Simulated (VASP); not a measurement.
Crystal: FePt.

```
Fe Pt
1.0
     3.05928    0.00000    0.00000
     0.00000    3.05928    0.00000
     0.00000    0.00000    3.05928
Fe Pt
1 1
Direct
  0.00000 0.00000 0.00000
  0.50000 0.50000 0.50000
```

Base run:

| Quantity | Value |
| --- | --- |
| Program | VASP 6.6.1 |
| Functional | PBE |
| Potentials or basis | VASP PAW PBE potentials, release 64 (Fe, Pt) |
| Cutoff | 520 eV |
| k mesh | 14 × 14 × 14 |
| Occupations | gaussian, width 0.1 eV |
| Spin | collinear spin, ferromagnetic start |
| Starting moments | [3.0, 0.0] μB |

Its results: pressure -0.5 GPa; net moment 3.45 μB per cell.

The run is repeated on the same cell with these changes: moments at the start from [3.0, 0.0] to [0.5, 0.0]. What comes out?

Pressure -14.8 GPa; net moment 0.00 μB per cell.
